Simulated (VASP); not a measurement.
# Mg (P6_3/mmc) in VASP: notebook, part 2 of 3

VASP 6.6.1. Earlier steps stand in the parts before.

### 3 Single point, BLYP (24.47 Å³/atom)

This run uses another cell than the first one, of 24.47 Å³/atom.

File INCAR:

```
SYSTEM = Mg
PREC = Accurate
ENCUT = 520
EDIFF = 1E-7
ISMEAR = -1
SIGMA = 0.1
LREAL = .FALSE.
LASPH = .TRUE.
NELM = 80
ALGO = Normal
ISIF = 2
LWAVE = .FALSE.
LCHARG = .TRUE.
GGA = B5
ALDAX = 1.0
AGGAX = 1.0
AGGAC = 1.0
ALDAC = 0.0
LELF = .TRUE.
LVHAR = .TRUE.
NBANDS = 12
```

File KPOINTS:

```
regular mesh
0
G
  13 13 4
  0 0 0
```

File POSCAR:

```
Mg
1.0
    3.2616840242      0.0000000000      0.0000000000
   -1.6308420121      2.8247012241      0.0000000000
    0.0000000000      0.0000000000     10.6225033135
Mg
4
Direct
    1.0000000000      1.0000000000      0.0000000000
    1.0000000000      1.0000000000      0.5000000000
    0.3333333333      0.6666666667      0.2500000000
    0.6666666667      0.3333333333      0.7500000000
```

Potentials or basis: VASP PAW PBE potentials, release 64 (Mg).

On the command line:

```console
> cat potpaw_PBE.64/Mg/POTCAR > POTCAR
> mpirun -np 1 vasp_std > vasp.out
```

OUTCAR:

```text
SYSTEM = Mg
   PREC = Accurate
   ENCUT = 520
   EDIFF = 1E-7
   ISMEAR = -1
   LREAL = .FALSE.
   LASPH = .TRUE.
   NELM = 80
   ISIF = 2
   GGA = B5

 ion  position               nearest neighbor table
   1  0.000  0.000  0.000-   3 3.26   4 3.26   4 3.26   3 3.26   4 3.26   3 3.26
   2  0.000  0.000  0.500-   3 3.26   4 3.26   4 3.26   3 3.26   4 3.26   3 3.26
   3  0.333  0.667  0.250-   1 3.26   2 3.26   1 3.26   2 3.26   1 3.26   2 3.26
   4  0.667  0.333  0.750-   1 3.26   2 3.26   1 3.26   2 3.26   1 3.26   2 3.26

  LATTYP: Found a hexagonal cell.
 ALAT       =     3.2616840242
 C/A-ratio  =     3.2567542517

  Lattice vectors:

 A1 = (   3.2616840242,   0.0000000000,   0.0000000000)
 A2 = (  -1.6308420121,   2.8247012241,   0.0000000000)
 A3 = (   0.0000000000,   0.0000000000,  10.6225033135)

Analysis of symmetry for initial positions (statically):
=====================================================================
 Subroutine PRICEL returns:
 Original cell was already a primitive cell.

 Routine SETGRP: Setting up the symmetry group for a
 hexagonal supercell.

 Subroutine GETGRP returns: Found 24 space group operations
 (whereof 12 operations were pure point group operations)
 out of a pool of 24 trial point group operations.

The static configuration has the point symmetry D_3d.
 The point group associated with its full space group is D_6h.

Analysis of symmetry for dynamics (positions and initial velocities):
=====================================================================
 Subroutine PRICEL returns:
 Original cell was already a primitive cell.

 Routine SETGRP: Setting up the symmetry group for a
 hexagonal supercell.

 Subroutine GETGRP returns: Found 24 space group operations
 (whereof 12 operations were pure point group operations)
 out of a pool of 24 trial point group operations.

The dynamic configuration has the point symmetry D_3d.
 The point group associated with its full space group is D_6h.

 Subroutine INISYM returns: Found 24 space group operations
[... 132 lines left out ...]
 non-spin polarized calculation
  energy-cutoff  :      520.00
  volume of cell :       97.87
 maximum number of plane-waves:      2682
   NGX = 13   NGY = 13   NGZ = 39

 number of electron       8.0000000 magnetization

 Free energy of the ion-electron system (eV)
  ---------------------------------------------------
  ext. energy  EPLUGINS =         0.00000000
  ---------------------------------------------------
  free energy    TOTEN  =        -2.97157325 eV

  energy without entropy =       -2.90282664  energy(sigma->0) =       -2.93719994

 E-fermi :   2.7931     XC(G=0):  -7.8492

 val. band max:        2.7905395109   @ k =   0.2308   0.0769   0.0000
 cond. band min:       2.8060412194   @ k =   0.3077   0.3077   0.2500
 fundamental gap:      0.0155017085
 Fermi energy:         2.7931270503

 k-point     1 :       0.0000    0.0000    0.0000
  band No.  band energies     occupation
      1      -3.9022      2.00000
      2      -2.5762      2.00000
      3      -2.5712      2.00000
      4       1.2362      2.00000
      5       1.4015      2.00000
      6       7.5273      0.00000
      7       7.5348      0.00000
      8      13.2522      0.00000
      9      13.2522      0.00000
     10      13.3176      0.00000
     11      13.3176      0.00000
     12      14.0511      0.00000
[... 331 lines left out ...]
 k-point    24 :       0.1538   -0.0000    0.2500
  band No.  band energies     occupation
      1      -3.3726      2.00000
      2      -2.7095      2.00000
      3      -1.3960      2.00000
      4       0.5428      2.00000
      5       3.0856      0.10191
      6       6.1610      0.00000
      7       9.0106      0.00000
      8       9.6046      0.00000
      9       9.9256      0.00000
     10      10.8455      0.00000
     11      11.2644      0.00000
     12      11.8281      0.00000

 [... further k-points ...]

------------------------ aborting loop because EDIFF is reached ----------------------------------------

  FORCE on cell =-STRESS in cart. coord.  units (eV):
  Direction    XX          YY          ZZ          XY          YZ          ZX
  --------------------------------------------------------------------------------------
  -------------------------------------------------------------------------------------
  Total       -0.6624392     -0.6624392     -0.5793143     -0.0000000     -0.0000000      0.0000000
  in kB      -10.8446454    -10.8446454     -9.4838256     -0.0000000     -0.0000000      0.0000000
  external PRESSURE =     -10.3910388 kB  Pullay stress =       0.0000000 kB

 VOLUME and BASIS-vectors are now :
 -----------------------------------------------------------------------------
  energy-cutoff  :      520.00
  volume of cell :       97.87
      direct lattice vectors                 reciprocal lattice vectors
     3.261684024  0.000000000  0.000000000     0.306590090  0.177009871  0.000000000
    -1.630842012  2.824701224  0.000000000     0.000000000  0.354019743  0.000000000
     0.000000000  0.000000000 10.622503313     0.000000000  0.000000000  0.094139768

 POSITION                                       TOTAL-FORCE (eV/Angst)
 -----------------------------------------------------------------------------------
      0.00000      0.00000      0.00000        -0.000000      0.000000      0.000000
      0.00000      0.00000      5.31125        -0.000000      0.000000      0.000000
     -0.00000      1.88313      2.65563         0.000000      0.000000      0.000000
      1.63084      0.94157      7.96688        -0.000000     -0.000000     -0.000000
 -----------------------------------------------------------------------------------
    total drift:                                0.000000      0.000000      0.000000

  FREE ENERGIE OF THE ION-ELECTRON SYSTEM (eV)
  ---------------------------------------------------
  free  energy   TOTEN  =        -2.9715732471 eV

  energy  without entropy=       -2.9028266406  energy(sigma->0) =       -2.93719994
```

Wall time 35 s (1 thread of AMD EPYC 9R45 (Zen 5), shared host); peak memory 0.2 GiB.

Results:

```
Free energy            : -2.9716 eV
Pressure               : -1.0 GPa
Band gap on the k mesh : zero (bands 4 and 5 overlap by 2.51 eV)
```

Caveat: the PAW data sets were made with another functional, which shifts forces and pressure a little.

### 4 Single point, BLYP (25.41 Å³/atom)

This run uses another cell than the first one, of 25.41 Å³/atom.

File INCAR:

```
SYSTEM = Mg
  AGGAC = 1.0
  AGGAX = 1.0
  ALDAC = 0.0
  ALDAX = 1.0
  ALGO = Normal
  EDIFF = 1E-7
  ENCUT = 520
  GGA = B5
  ISIF = 2
  ISMEAR = -1
  LASPH = .TRUE.
  LCHARG = .TRUE.
  LELF = .TRUE.
  LREAL = .FALSE.
  LVHAR = .TRUE.
  LWAVE = .FALSE.
  NBANDS = 12
  NELM = 80
  PREC = Accurate
  SIGMA = 0.1
```

File KPOINTS:

```
k-points
0
G
  13 13 4
  0 0 0
```

File POSCAR:

```
Mg
1.0
    3.3029755472      0.0000000000      0.0000000000
   -1.6514877736      2.8604607320      0.0000000000
    0.0000000000      0.0000000000     10.7569796565
Mg
4
Direct
    1.0000000000      1.0000000000      0.0000000000
    1.0000000000      1.0000000000      0.5000000000
    0.3333333333      0.6666666667      0.2500000000
    0.6666666667      0.3333333333      0.7500000000
```

Potentials or basis: VASP PAW PBE potentials, release 64 (Mg).

On the command line:

```console
> cat potpaw_PBE.64/Mg/POTCAR > POTCAR
> mpirun -np 1 vasp_std > vasp.out
```

OUTCAR:

```text
SYSTEM = Mg
   EDIFF = 1E-7
   ENCUT = 520
   GGA = B5
   ISIF = 2
   ISMEAR = -1
   LASPH = .TRUE.
   LREAL = .FALSE.
   NELM = 80
   PREC = Accurate

 ion  position               nearest neighbor table
   1  0.000  0.000  0.000-   3 3.30   4 3.30   4 3.30   3 3.30   4 3.30   3 3.30
   2  0.000  0.000  0.500-   3 3.30   4 3.30   4 3.30   3 3.30   4 3.30   3 3.30
   3  0.333  0.667  0.250-   1 3.30   2 3.30   1 3.30   2 3.30   1 3.30   2 3.30
   4  0.667  0.333  0.750-   1 3.30   2 3.30   1 3.30   2 3.30   1 3.30   2 3.30

  LATTYP: Found a hexagonal cell.
 ALAT       =     3.3029755472
 C/A-ratio  =     3.2567542517
[... 560 lines left out ...]
  --------------------------------------------------------------------------------------
  -------------------------------------------------------------------------------------
  Total       -1.2606232     -1.2606232     -1.1542776      0.0000000      0.0000000      0.0000000
  in kB      -19.8730350    -19.8730350    -18.1965538      0.0000000      0.0000000      0.0000000
  external PRESSURE =     -19.3142079 kB  Pullay stress =       0.0000000 kB

 VOLUME and BASIS-vectors are now :
 -----------------------------------------------------------------------------
  energy-cutoff  :      520.00
  volume of cell :      101.63
      direct lattice vectors                 reciprocal lattice vectors
     3.302975547  0.000000000  0.000000000     0.302757313  0.174797016  0.000000000
    -1.651487774  2.860460732  0.000000000     0.000000000  0.349594032  0.000000000
     0.000000000  0.000000000 10.756979657     0.000000000  0.000000000  0.092962898

 POSITION                                       TOTAL-FORCE (eV/Angst)
 -----------------------------------------------------------------------------------
      0.00000      0.00000      0.00000         0.000000      0.000000      0.000000
      0.00000      0.00000      5.37849         0.000000      0.000000      0.000000
     -0.00000      1.90697      2.68924        -0.000000      0.000000      0.000000
      1.65149      0.95349      8.06773        -0.000000      0.000000     -0.000000
 -----------------------------------------------------------------------------------
    total drift:                                0.000000      0.000000     -0.000000

  FREE ENERGIE OF THE ION-ELECTRON SYSTEM (eV)
  ---------------------------------------------------
  free  energy   TOTEN  =        -2.9365274059 eV

  energy  without entropy=       -2.8673867648  energy(sigma->0) =       -2.90195709
```

OSZICAR:

```text
N       E                     dE             d eps       ncg     rms          rms(c)
DAV:   1     0.570398274469E+01    0.57040E+01   -0.24800E+03  1512   0.466E+02
DAV:   2    -0.263619962537E+01   -0.83402E+01   -0.79232E+01  1940   0.502E+01
DAV:   3    -0.289785276143E+01   -0.26165E+00   -0.25772E+00  2072   0.675E+00
DAV:   4    -0.289955245920E+01   -0.16997E-02   -0.16990E-02  1832   0.574E-01
DAV:   5    -0.289956486036E+01   -0.12401E-04   -0.12401E-04  2032   0.558E-02    0.105E+00
DAV:   6    -0.291737928697E+01   -0.17814E-01   -0.83838E-03  1744   0.547E-01    0.696E-01
DAV:   7    -0.293613817065E+01   -0.18759E-01   -0.37402E-02  1656   0.119E+00    0.631E-02
DAV:   8    -0.293651045574E+01   -0.37229E-03   -0.72777E-04  1964   0.166E-01    0.122E-02
DAV:   9    -0.293652537659E+01   -0.14921E-04   -0.14706E-05  1808   0.238E-02    0.556E-03
DAV:  10    -0.293652743946E+01   -0.20629E-05   -0.51288E-06  1864   0.125E-02    0.130E-03
DAV:  11    -0.293652740594E+01    0.33517E-07   -0.49126E-07  1832   0.369E-03
   1 F= -.29365274E+01 E0= -.29019571E+01  d E =-.691406E-01
```

stdout:

```text
POSCAR found type information on POSCAR Mg
 POSCAR found :  1 types and       4 ions
 scaLAPACK will be used
 -----------------------------------------------------------------------------
|                                                                             |
|                                                                             |
|     You enforced a specific xc type in the INCAR file but a different       |
|     I HOPE YOU KNOW WHAT YOU ARE DOING!                                     |
|                                                                             |
 -----------------------------------------------------------------------------

 LDA part: xc-table for (Slater(with rela. corr.)+VWN5), standard interpolation
 POSCAR, INCAR and KPOINTS ok, starting setup
 FFT: planning ... GRIDC
 FFT: planning ... GRID_SOFT
 FFT: planning ... GRID
 WAVECAR not read
 entering main loop
```

Run time: 43 s. Hardware: 1 thread of AMD EPYC 9R45 (Zen 5), shared host; peak memory 0.23 GiB.

Results:

```
Free energy            : -2.9365 eV
Pressure               : -1.9 GPa
Band gap on the k mesh : zero (bands 4 and 5 overlap by 2.50 eV)
```

Stress tensor (GPa, compression positive):
```
-1.99  0.00  0.00
 0.00 -1.99  0.00
 0.00  0.00 -1.82
```

Levels at points of the mesh, in eV from the Fermi level:
| k point | band 1 | band 2 | band 3 | band 4 | band 5 | band 6 | band 7 | band 8 |
| --- | --- | --- | --- | --- | --- | --- | --- | --- |
| (0.00, 0.00, 0.00) | -6.54 | -5.25 | -5.24 | -1.49 | -1.40 | 4.63 | 4.64 | 10.19 |
| (0.00, 0.00, 0.50) | -6.21 | -6.21 | -3.64 | -3.64 | 1.33 | 1.33 | 8.37 | 8.37 |

Caveat: the PAW data sets were made with another functional, which shifts forces and pressure a little.

### 5 Single point, BLYP (26.35 Å³/atom)

This run uses another cell than the first one, of 26.35 Å³/atom.

File INCAR:

```
SYSTEM = Mg
PREC = Accurate
ENCUT = 520
EDIFF = 1E-6
ISMEAR = -1
SIGMA = 0.1
LREAL = .FALSE.
LASPH = .TRUE.
NELM = 80
ALGO = Normal
ISIF = 2
LWAVE = .FALSE.
LCHARG = .FALSE.
GGA = B5
ALDAX = 1.0
AGGAX = 1.0
AGGAC = 1.0
ALDAC = 0.0
NBANDS = 12
```

File KPOINTS:

```
Automatic mesh
0
G
  13 13 4
  0 0 0
```

File POSCAR:

```
Mg
1.0
    3.3432597070      0.0000000000      0.0000000000
   -1.6716298535      2.8953478377      0.0000000000
    0.0000000000      0.0000000000     10.8881752652
Mg
4
Direct
    1.0000000000      1.0000000000      0.0000000000
    1.0000000000      1.0000000000      0.5000000000
    0.3333333333      0.6666666667      0.2500000000
    0.6666666667      0.3333333333      0.7500000000
```

Potentials or basis: VASP PAW PBE potentials, release 64 (Mg).

On the command line:

```console
> cat potpaw_PBE.64/Mg/POTCAR > POTCAR
> mpirun -np 1 vasp_std > vasp.out
```

OUTCAR:

```text
SYSTEM = Mg
   PREC = Accurate
   ENCUT = 520
   EDIFF = 1E-6
   ISMEAR = -1
   LREAL = .FALSE.
   LASPH = .TRUE.
   NELM = 80
   ISIF = 2
   GGA = B5

 ion  position               nearest neighbor table
   1  0.000  0.000  0.000-   3 3.34   4 3.34   3 3.34   4 3.34   4 3.34   3 3.34
   2  0.000  0.000  0.500-   3 3.34   4 3.34   3 3.34   4 3.34   4 3.34   3 3.34
   3  0.333  0.667  0.250-   1 3.34   2 3.34   1 3.34   2 3.34   1 3.34   2 3.34
   4  0.667  0.333  0.750-   1 3.34   2 3.34   1 3.34   2 3.34   1 3.34   2 3.34

  LATTYP: Found a hexagonal cell.
 ALAT       =     3.3432597070
 C/A-ratio  =     3.2567542517
[... 560 lines left out ...]
  --------------------------------------------------------------------------------------
  -------------------------------------------------------------------------------------
  Total       -1.7772603     -1.7772603     -1.6565920     -0.0000000     -0.0000000      0.0000000
  in kB      -27.0169088    -27.0169088    -25.1825774     -0.0000000     -0.0000000      0.0000000
  external PRESSURE =     -26.4054650 kB  Pullay stress =       0.0000000 kB

 VOLUME and BASIS-vectors are now :
 -----------------------------------------------------------------------------
  energy-cutoff  :      520.00
  volume of cell :      105.40
      direct lattice vectors                 reciprocal lattice vectors
     3.343259707  0.000000000  0.000000000     0.299109279  0.172690823  0.000000000
    -1.671629854  2.895347838  0.000000000     0.000000000  0.345381645  0.000000000
     0.000000000  0.000000000 10.888175265     0.000000000  0.000000000  0.091842754

 POSITION                                       TOTAL-FORCE (eV/Angst)
 -----------------------------------------------------------------------------------
      0.00000      0.00000      0.00000         0.000000      0.000000     -0.000000
      0.00000      0.00000      5.44409        -0.000000      0.000000     -0.000000
     -0.00000      1.93023      2.72204        -0.000000      0.000000      0.000000
      1.67163      0.96512      8.16613        -0.000000     -0.000000      0.000000
 -----------------------------------------------------------------------------------
    total drift:                                0.000000      0.000000      0.000000

  FREE ENERGIE OF THE ION-ELECTRON SYSTEM (eV)
  ---------------------------------------------------
  free  energy   TOTEN  =        -2.8827351969 eV

  energy  without entropy=       -2.8132169594  energy(sigma->0) =       -2.84797608
```

Wall time 43 s (1 thread of AMD EPYC 9R45 (Zen 5), shared host); peak memory 0.24 GiB.

Results:

| Property | Result |
| --- | --- |
| Free energy | -2.8827 eV |
| Pressure | -2.6 GPa |
| Band gap on the k mesh | zero (bands 4 and 5 overlap by 2.50 eV) |

Levels at points of the mesh, in eV from the Fermi level:
| k point | band 2 | band 3 | band 4 | band 5 | band 6 | band 7 |
| --- | --- | --- | --- | --- | --- | --- |
| (0.00, 0.00, 0.00) | -5.13 | -5.12 | -1.42 | -1.40 | 4.53 | 4.53 |
| (0.00, 0.00, 0.50) | -6.07 | -3.56 | -3.56 | 1.30 | 1.30 | 8.19 |

Caveat: the PAW data sets were made with another functional, which shifts forces and pressure a little.

(Part 2 of 3 ends here.)
